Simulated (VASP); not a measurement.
# GaS3 (Pm-3m) in VASP: further runs

The runs below take GaS3 through single point, relaxation of cell and atoms, with PBE.

Everything below comes from runs of VASP 6.6.1. Logs are shortened: lines on timing, memory, paths and dates and some standing lists are left out, and cuts for length are marked.

## 1. The cell of the first run

Symmetry: Pm-3m, No. 221, cubic system. The conventional cell has a = 4.110 Å, b = 4.110 Å, c = 4.110 Å, α = 90.00°, β = 90.00°, γ = 90.00°. Within 3.8 Å of Ga (site symmetry m-3m) lie 12 S at 2.91 Å. Within 3.8 Å of S (site symmetry 4/mmm) lie 4 Ga at 2.91 Å and 8 S at 2.91 Å.

The cell was built from a structure type or drawn by symmetry, and may not be a known phase.

## 2. Single point, PBE

The input, INCAR:

```
SYSTEM = GaS3
PREC = Accurate ; ENCUT = 520
EDIFF = 1E-6 ; ISMEAR = 0
SIGMA = 0.1 ; LREAL = .False.
LASPH = .True. ; NELM = 100
ALGO = Normal ; ISIF = 2
LWAVE = .False. ; LCHARG = .False.
GGA = PE ; NBANDS = 24
```

The input, KPOINTS:

```
regular mesh
0
Gamma
  4 4 4
  0 0 0
```

The input, POSCAR:

```
GaS3
1.0
    4.1101324974      0.0000000000      0.0000000000
    0.0000000000      4.1101324974      0.0000000000
    0.0000000000      0.0000000000      4.1101324974
Ga S
1 3
Direct
    0.0000000000      0.0000000000      0.0000000000
    0.5000000000      0.5000000000      0.0000000000
    0.5000000000      0.0000000000      0.5000000000
    0.0000000000      0.5000000000      0.5000000000
```

Potentials or basis: VASP PAW PBE potentials, release 64 (Ga_d, S).

Started as:

```bash
> cat potpaw_PBE.64/Ga_d/POTCAR potpaw_PBE.64/S/POTCAR > POTCAR
> mpirun -np 1 vasp_std > vasp.out
```

OUTCAR:

```text
SYSTEM = GaS3
   PREC = Accurate
   ENCUT = 520
   EDIFF = 1E-6
   ISMEAR = 0
   LREAL = .False.
   LASPH = .True.
   NELM = 100
   ISIF = 2
   GGA = PE

 ion  position               nearest neighbor table
   1  0.000  0.000  0.000-
   2  0.500  0.500  0.000-
   3  0.500  0.000  0.500-
   4  0.000  0.500  0.500-

  LATTYP: Found a simple cubic cell.
 ALAT       =     4.1101324974

  Lattice vectors:

 A1 = (   4.1101324974,   0.0000000000,   0.0000000000)
 A2 = (   0.0000000000,   4.1101324974,   0.0000000000)
 A3 = (   0.0000000000,   0.0000000000,   4.1101324974)

Analysis of symmetry for initial positions (statically):
=====================================================================
 Subroutine PRICEL returns:
 Original cell was already a primitive cell.

 Routine SETGRP: Setting up the symmetry group for a
 simple cubic supercell.

 Subroutine GETGRP returns: Found 48 space group operations
 (whereof 48 operations were pure point group operations)
 out of a pool of 48 trial point group operations.

The static configuration has the point symmetry O_h .

Analysis of symmetry for dynamics (positions and initial velocities):
=====================================================================
 Subroutine PRICEL returns:
 Original cell was already a primitive cell.

 Routine SETGRP: Setting up the symmetry group for a
 simple cubic supercell.

 Subroutine GETGRP returns: Found 48 space group operations
 (whereof 48 operations were pure point group operations)
 out of a pool of 48 trial point group operations.

The dynamic configuration has the point symmetry O_h .

 Subroutine INISYM returns: Found 48 space group operations
 (whereof 48 operations are pure point group operations),
 and found     1 'primitive' translations

----------------------------------------------------------------------------------------

                                     Primitive cell

  volume of cell :      69.4332

  direct lattice vectors                    reciprocal lattice vectors
     4.110132497  0.000000000  0.000000000     0.243301159  0.000000000  0.000000000
     0.000000000  4.110132497  0.000000000     0.000000000  0.243301159  0.000000000
     0.000000000  0.000000000  4.110132497     0.000000000  0.000000000  0.243301159

  length of vectors
     4.110132497  4.110132497  4.110132497     0.243301159  0.243301159  0.243301159

  position of ions in fractional coordinates (direct lattice)
     0.000000000  0.000000000  0.000000000
     0.500000000  0.500000000  0.000000000
     0.500000000  0.000000000  0.500000000
     0.000000000  0.500000000  0.500000000

  ion indices of the primitive-cell ions
   primitive index   ion index
                 1           1
                 2           2
                 3           3
                 4           4

----------------------------------------------------------------------------------------

 KPOINTS: regular mesh

Automatic generation of k-mesh.
 Grid dimensions read from file:
 generate k-points for:    4    4    4

 Generating k-lattice:

  Cartesian coordinates                     Fractional coordinates (reciprocal lattice)
     0.060825290  0.000000000  0.000000000     0.250000000  0.000000000  0.000000000
     0.000000000  0.060825290  0.000000000     0.000000000  0.250000000  0.000000000
     0.000000000  0.000000000  0.060825290     0.000000000  0.000000000  0.250000000

  Length of vectors
     0.060825290  0.060825290  0.060825290

  Shift w.r.t. Gamma in fractional coordinates (k-lattice)
     0.000000000  0.000000000  0.000000000

 Subroutine IBZKPT returns following result:
 ===========================================

 Found     10 irreducible k-points:

 Following reciprocal coordinates:
            Coordinates               Weight
  0.000000  0.000000  0.000000      1.000000
  0.250000  0.000000  0.000000      6.000000
  0.500000  0.000000  0.000000      3.000000
  0.250000  0.250000  0.000000     12.000000
  0.500000  0.250000  0.000000     12.000000
  0.500000  0.500000  0.000000      3.000000
  0.250000  0.250000  0.250000      8.000000
  0.500000  0.250000  0.250000     12.000000
  0.500000  0.500000  0.250000      6.000000
  0.500000  0.500000  0.500000      1.000000
   k-points           NKPTS =     10   k-points in BZ     NKDIM =     10   number of bands    NBANDS=     24
   number of dos      NEDOS =    301   number of ions     NIONS =      4
   total plane-waves  NPLWV =  32768
   dimension x,y,z NGX =    32 NGY =   32 NGZ =   32
   dimension x,y,z NGXF=    64 NGYF=   64 NGZF=   64
   ions per type =               1   3
   NGX,Y,Z   is equivalent  to a cutoff of  12.94, 12.94, 12.94 a.u.
   NGXF,Y,Z  is equivalent  to a cutoff of  25.89, 25.89, 25.89 a.u.
 SYSTEM =  GaS3
   PREC   = accura    normal or accurate (medium, high low for compatibility)
   ISTART =      0    job   : 0-new  1-cont  2-samecut
   ICHARG =      2    charge: 1-file 2-atom 10-const
   ISPIN  =      1    spin polarized calculation?
   LNONCOLLINEAR =      F non collinear calculations
   LSORBIT =      F    spin-orbit coupling
   LASPH  =      T    aspherical Exc in radial PAW
   ENCUT  =  520.0 eV  38.22 Ry    6.18 a.u.   7.64  7.64  7.64*2*pi/ulx,y,z
   NELM   =    100;   NELMIN=  2; NELMDL= -5     # of ELM steps
   EDIFF  = 0.1E-05   stopping-criterion for ELM
   LREAL  =      F    real-space projection
   EDIFFG = 0.1E-04   stopping-criterion for IOM
   NSW    =      0    number of steps for IOM
   IBRION =     -1    ionic relax: 0-MD 1-quasi-New 2-CG
   NFREE  =      0    steps in history (QN), initial steepest desc. (CG)
   ISIF   =      2    stress and relaxation
   ISYM   =      2    0-nonsym 1-usesym 2-fastsym
   POTIM  = 0.5000    time-step for ionic-motion
   TEBEG  =    0.0;   TEEND  =   0.0 temperature during run
   PSTRESS=    0.0 pullay stress
   NELECT =      31.0000    total number of electrons
   NUPDOWN=      -1.0000    fix difference up-down
   EMIN   =  10.00;   EMAX   =-10.00  energy-range for DOS
   EFERMI =   0.00;   METHOD = LEGACY
   ISMEAR =     0;   SIGMA  =   0.10  broadening in eV -4-tet -1-fermi 0-gaus
   EFERMI_NEDOS =   21; number of points for ismear=-14 and -15
   IALGO  =     38    algorithm
   IMIX   =      4    mixing-type and parameters
     AMIX     =   0.40;   BMIX     =  1.00
     AMIX_MAG =   1.60;   BMIX_MAG =  1.00
  volume/ion in A,a.u.               =      17.36       117.14
  Fermi-wavevector in a.u.,A,eV,Ry     =   1.251237  2.364495 21.301199  1.565594
  Thomas-Fermi vector in A             =   2.385194
   LORBIT       =      0    0 simple, 1 ext, 2 COOP (PROOUT), +10 PAW based schemes
   GGA     = PE    functional components
   LHFCALC =     F    Hartree Fock is set to
   AEXX    =    0.0000 exact exchange contribution
   IVDW    =     0    specifies the selected vdW correction
   LEPSILON=     F    determine dielectric tensor
   LRPA    =     F    only Hartree local field effects (RPA)
 non-spin polarized calculation
 Gauss-broadening in eV      SIGMA  =   0.10
  energy-cutoff  :      520.00
  volume of cell :       69.43
 maximum number of plane-waves:      1888
 NGX is ok and might be reduce to    32
   NGX = 15   NGY = 15   NGZ = 15

 number of electron      30.9999993 magnetization

 Free energy of the ion-electron system (eV)
  ---------------------------------------------------
  ext. energy  EPLUGINS =         0.00000000
  ---------------------------------------------------
  free energy    TOTEN  =       -12.16915488 eV

  energy without entropy =      -12.15209236  energy(sigma->0) =      -12.16062362

 E-fermi :   6.3181     XC(G=0): -10.8753

 val. band max:        6.2776312556   @ k =   0.2500   0.2500   0.2500
 cond. band min:       6.3825187502   @ k =   0.5000   0.5000   0.2500
 fundamental gap:      0.1048874946
 Fermi energy:         6.3180822081

 k-point     1 :       0.0000    0.0000    0.0000
  band No.  band energies     occupation
      1      -9.2071      2.00000
      2      -8.2257      2.00000
      3      -8.2257      2.00000
      4      -8.1817      2.00000
      5      -8.1817      2.00000
      6      -8.1817      2.00000
[... 16 lines left out ...]
     23      12.8652      0.00000
     24      12.8652      0.00000

 k-point     2 :       0.2500    0.0000    0.0000
  band No.  band energies     occupation
      1      -8.8018      2.00000
      2      -8.2162      2.00000
      3      -8.2137      2.00000
      4      -8.1890      2.00000
      5      -8.1890      2.00000
      6      -8.1812      2.00000
[... 16 lines left out ...]
     23      13.4788      0.00000
     24      13.9823      0.00000

 k-point     3 :       0.5000    0.0000    0.0000
  band No.  band energies     occupation
      1      -8.2241      2.00000
      2      -8.2017      2.00000
      3      -8.1962      2.00000
      4      -8.1962      2.00000
      5      -8.1808      2.00000
      6      -7.9902      2.00000
[... 16 lines left out ...]
     23      15.3310      0.00000
     24      15.7535      0.00000

 k-point     4 :       0.2500    0.2500    0.0000
  band No.  band energies     occupation
      1      -8.4595      2.00000
      2      -8.2108      2.00000
      3      -8.2028      2.00000
      4      -8.1886      2.00000
      5      -8.1878      2.00000
      6      -8.1439      2.00000
[... 16 lines left out ...]
     23      15.1848      0.00000
     24      15.4018      0.00000

 k-point     5 :       0.5000    0.2500    0.0000
  band No.  band energies     occupation
      1      -8.2800      2.00000
      2      -8.2013      2.00000
      3      -8.1952      2.00000
      4      -8.1897      2.00000
      5      -8.1875      2.00000
      6      -7.5346      2.00000
[... 16 lines left out ...]
     23      16.0242      0.00000
     24      16.4867      0.00000

 k-point     6 :       0.5000    0.5000    0.0000
  band No.  band energies     occupation
      1      -8.3093      2.00000
      2      -8.1941      2.00000
      3      -8.1941      2.00000
      4      -8.1920      2.00000
      5      -8.1679      2.00000
      6      -6.5355      2.00000
[... 16 lines left out ...]
     23      15.7424      0.00000
     24      16.7072      0.00000

 k-point     7 :       0.2500    0.2500    0.2500
  band No.  band energies     occupation
      1      -8.3203      2.00000
      2      -8.2176      2.00000
      3      -8.2176      2.00000
      4      -8.1877      2.00000
      5      -8.1877      2.00000
      6      -7.8952      2.00000
[... 16 lines left out ...]
     23      14.3321      0.00000
     24      14.3321      0.00000

 k-point     8 :       0.5000    0.2500    0.2500
  band No.  band energies     occupation
      1      -8.2799      2.00000
      2      -8.2342      2.00000
      3      -8.2221      2.00000
      4      -8.1849      2.00000
      5      -8.1777      2.00000
      6      -7.1622      2.00000
[... 16 lines left out ...]
     23      16.0499      0.00000
     24      16.6957      0.00000

 k-point     9 :       0.5000    0.5000    0.2500
  band No.  band energies     occupation
      1      -8.2963      2.00000
      2      -8.2427      2.00000
      3      -8.2427      2.00000
      4      -8.1792      2.00000
      5      -8.1672      2.00000
      6      -6.3065      2.00000
[... 16 lines left out ...]
     23      16.0496      0.00000
     24      17.0782      0.00000

 k-point    10 :       0.5000    0.5000    0.5000
  band No.  band energies     occupation
      1      -8.2843      2.00000
      2      -8.2843      2.00000
      3      -8.2843      2.00000
      4      -8.1664      2.00000
      5      -8.1664      2.00000
      6      -6.0581      2.00000
[... 16 lines left out ...]
     23      15.6947      0.00000
     24      15.6947      0.00000

------------------------ aborting loop because EDIFF is reached ----------------------------------------

  FORCE on cell =-STRESS in cart. coord.  units (eV):
  Direction    XX          YY          ZZ          XY          YZ          ZX
  --------------------------------------------------------------------------------------
  -------------------------------------------------------------------------------------
  Total       -0.0232244     -0.0232244     -0.0232244     -0.0000000      0.0000000     -0.0000000
  in kB       -0.5359037     -0.5359037     -0.5359037     -0.0000000      0.0000000     -0.0000000
  external PRESSURE =      -0.5359037 kB  Pullay stress =       0.0000000 kB

 VOLUME and BASIS-vectors are now :
 -----------------------------------------------------------------------------
  energy-cutoff  :      520.00
  volume of cell :       69.43
      direct lattice vectors                 reciprocal lattice vectors
     4.110132497  0.000000000  0.000000000     0.243301159  0.000000000  0.000000000
     0.000000000  4.110132497  0.000000000     0.000000000  0.243301159  0.000000000
     0.000000000  0.000000000  4.110132497     0.000000000  0.000000000  0.243301159

 POSITION                                       TOTAL-FORCE (eV/Angst)
 -----------------------------------------------------------------------------------
      0.00000      0.00000      0.00000         0.000000      0.000000      0.000000
      2.05507      2.05507      0.00000         0.000000      0.000000      0.000000
      2.05507      0.00000      2.05507         0.000000      0.000000      0.000000
      0.00000      2.05507      2.05507         0.000000      0.000000      0.000000
 -----------------------------------------------------------------------------------
    total drift:                                0.000000     -0.000000     -0.000000

  FREE ENERGIE OF THE ION-ELECTRON SYSTEM (eV)
  ---------------------------------------------------
  free  energy   TOTEN  =       -12.1691548825 eV

  energy  without entropy=      -12.1520923602  energy(sigma->0) =      -12.16062362
```

Wall time 6.3 s (1 thread of Intel Xeon 6975P-C (Granite Rapids), shared host); peak memory 0.17 GiB.

What came out:

- Free energy: -12.1692 eV
- Pressure: -0.1 GPa
- Band gap on the k mesh: zero (an odd number of electrons rules out a gap without spin polarisation)

Caveat: the k points lie up to 0.38 Å⁻¹ apart, too coarse for converged energies and pressures of a metal.

## 3. Single point, PBE

This run uses another cell than the first one, of 29.67 Å³/atom.

The input, INCAR:

```
  PREC = Accurate
  ENCUT = 520
  EDIFF = 1E-7
  ISMEAR = 0
  SIGMA = 0.1
  LREAL = False
  LASPH = True
  NELM = 80
  ALGO = Normal
  ISIF = 2
  LWAVE = False
  LCHARG = False
  GGA = PE
  NBANDS = 24
```

The input, KPOINTS:

```
Automatic mesh
0
Gamma
  4 4 4
```

The input, POSCAR:

```
GaS3
1.0
    4.9143349300      0.0000000000      0.0000000000
    0.0000000000      4.9143349300      0.0000000000
    0.0000000000      0.0000000000      4.9143349300
Ga S
1 3
Direct
    0.0000000000      0.0000000000      0.0000000000
    0.5000000000      0.5000000000      0.0000000000
    0.5000000000      0.0000000000      0.5000000000
    0.0000000000      0.5000000000      0.5000000000
```

Potentials or basis: VASP PAW PBE potentials, release 64 (Ga_d, S).

Started as:

```bash
> cat potpaw_PBE.64/Ga_d/POTCAR potpaw_PBE.64/S/POTCAR > POTCAR
> mpirun -np 1 vasp_std > vasp.out
```

Wall time 19 s (1 thread of Intel Xeon 6975P-C (Granite Rapids), shared host); peak memory 0.24 GiB.

The run converged. Its results:

```yaml
Free_energy: -9.8766 eV
Pressure: -8.5 GPa
Band_gap_on_the_k_mesh: zero (an odd number of electrons rules out a gap without spin polarisation)
```

Levels at points of the mesh, in eV from the Fermi level:
```csv
k point,band 12,band 13,band 14,band 15,band 16,band 17,band 18,band 19
"(0.00, 0.00, 0.00)",-2.54,-0.45,-0.45,-0.45,0.39,0.39,0.39,5.32
"(0.50, 0.00, 0.00)",-1.21,-1.21,-0.99,-0.84,0.02,0.23,0.23,3.01
"(0.50, 0.50, 0.00)",-1.46,-1.00,-0.98,-0.98,-0.78,0.52,0.56,3.38
"(0.50, 0.50, 0.50)",-2.82,-2.82,0.55,0.55,0.58,0.58,0.58,5.40
```

Caveat: the cell stands under tension.

[end of part 1 of 2]
